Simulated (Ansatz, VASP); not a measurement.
# One calculation of Y, two programs

Contents of INCAR:

```
PREC = Accurate
ENCUT = 520
EDIFF = 1E-6
ISMEAR = 1
SIGMA = 0.15
LREAL = F
LASPH = T
NELM = 80
ALGO = Normal
ISIF = 2
LWAVE = F
LCHARG = F
GGA = PS
NBANDS = 12
```

The input KPOINTS:

```
Automatic mesh
0
Gamma
  10 10 10
```

The input POSCAR:

```
Y
1.0
    0.0000000000      2.4850000000      2.4850000000
    2.4850000000      0.0000000000      2.4850000000
    2.4850000000      2.4850000000      0.0000000000
Y
1
Direct
    0.0000000000      0.0000000000      0.0000000000
```

Input for Ansatz:

```yaml
crystal:
  lattice:
    - [0.0, 2.485, 2.485]
    - [2.485, 0.0, 2.485]
    - [2.485, 2.485, 0.0]
  atoms:
    - { symbol: "Y", position: [0.0, 0.0, 0.0] }
basis:
  ecutwfc: 476.19925930478996
kpoints:
  mp_grid:
    grid: [10, 10, 10]
hamiltonian:
  xc: pbesol
scf:
  convergence:
    dr2_threshold: 1.0e-10
  occupations:
    method: cold
    width: 0.15
output:
  stress: true
```

Alike in both runs: task single point; functional PBEsol; k mesh 10 × 10 × 10; no spin polarisation.

```csv
,VASP,Ansatz
version,VASP 6.6.1,Ansatz 0.2.0
potentials or method,"VASP PAW PBE potentials, release 64 (Y_sv), cutoff 520 eV","plane waves, PAW"
occupations,"methfessel-paxton of order 1, width 0.15 eV","cold, width 0.15 eV"
valence electrons in the cell,11,11
```

Ansatz gave:

| Property | Result |
| --- | --- |
| pressure (GPa) | 0.0 |

What did VASP give for the same quantities?

Pressure (GPa): -0.1.

VASP's potentials were made for PBE, not for PBEsol.
